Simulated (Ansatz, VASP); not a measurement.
AlSi48H25C3 in VASP and in Ansatz

```
CELL_PARAMETERS angstrom
7.68059 7.68059 0.00000
-7.68059 7.68059 0.00000
0.00000 0.00000 23.42765
ATOMIC_POSITIONS crystal
Si 0.68769 0.31241 0.40939
Si 0.81471 0.68257 0.40914
Si 0.05099 0.94937 0.43039
Si 0.31804 0.18563 0.40974
Si 0.96367 0.54073 0.43748
Si 0.20657 0.79145 0.42873
Si 0.46023 0.03664 0.43828
Si 0.54199 0.45864 0.43913
Si 0.87622 0.38881 0.37717
Si 0.88608 0.87150 0.37552
Si 0.12917 0.11444 0.37577
Si 0.38877 0.37612 0.37791
Si 0.11498 0.63050 0.37659
Si 0.36949 0.88503 0.37772
Si 0.61093 0.12390 0.37715
Si 0.62421 0.61148 0.37767
Si 0.00008 0.25047 0.32396
Si 0.00317 0.74870 0.31175
Si 0.25142 0.99632 0.31229
Si 0.49939 0.25015 0.31247
Si 0.24958 0.50046 0.32498
Si 0.49907 0.75062 0.32526
Si 0.74946 0.00024 0.32396
Si 0.75012 0.50046 0.31238
Si 0.87353 0.12656 0.26448
Si 0.87634 0.62441 0.25663
Si 0.12448 0.87574 0.25566
Si 0.37554 0.12329 0.25693
Si 0.12699 0.37372 0.26456
Si 0.37376 0.62630 0.26503
Si 0.62601 0.87314 0.26471
Si 0.62322 0.37675 0.25656
Si 0.75098 0.24904 0.20258
Si 0.74857 0.75135 0.20251
Si 0.99637 0.00372 0.20252
Si 0.24878 0.25104 0.20255
Si 0.00353 0.49675 0.20277
Si 0.25204 0.74800 0.20224
Si 0.50319 0.99654 0.20282
Si 0.49606 0.50403 0.20266
Si 0.87500 0.37500 0.14551
Si 0.87500 0.87500 0.14551
Si 0.12500 0.12500 0.14551
Si 0.37500 0.37500 0.14551
Si 0.12500 0.62500 0.14551
Si 0.37500 0.87500 0.14551
Si 0.62500 0.12500 0.14551
Si 0.62500 0.62500 0.14551
H 0.95163 0.29837 0.10671
H 0.79837 0.45163 0.10671
H 0.95163 0.79837 0.10671
H 0.79837 0.95163 0.10671
H 0.20163 0.04837 0.10671
H 0.04837 0.20163 0.10671
H 0.45163 0.29837 0.10671
H 0.29837 0.45163 0.10671
H 0.20163 0.54837 0.10671
H 0.04837 0.70163 0.10671
H 0.45163 0.79837 0.10671
H 0.29837 0.95163 0.10671
H 0.70163 0.04837 0.10671
H 0.54837 0.20163 0.10671
H 0.70163 0.54837 0.10671
H 0.54837 0.70163 0.10671
H 0.19214 0.49876 0.51759
H 0.35453 0.50916 0.52335
H 0.26212 0.52397 0.58561
H 0.35378 0.81575 0.61864
H 0.21322 0.88923 0.60071
H 0.34910 0.92888 0.56335
H 0.96113 0.92200 0.52785
H 0.07998 0.03542 0.52836
H 0.93113 0.07275 0.50127
Al 0.26135 0.72455 0.52585
C 0.26708 0.54678 0.53996
C 0.29908 0.85140 0.58278
C 0.00089 0.99983 0.50427
```

Alike in both runs: task single point; functional PBEsol; k mesh 1 × 1 × 1; occupations gaussian, width 0.03 eV; no spin polarisation.

```csv
,VASP,Ansatz
version,VASP 6.6.1,Ansatz 0.2.0
potentials or method,"VASP PAW PBE potentials, release 64 (Si, H, Al, C)","scalar-relativistic, plane waves, PAW"
plane-wave cutoff (eV),520,420
valence electrons in the cell,232,232
```

|  | VASP | Ansatz | Ansatz less VASP |
| --- | --- | --- | --- |
| rms of the force components (eV/Å) | 0.090 | 0.090 | -0.0006 |

VASP's potentials were made for PBE, not for PBEsol.
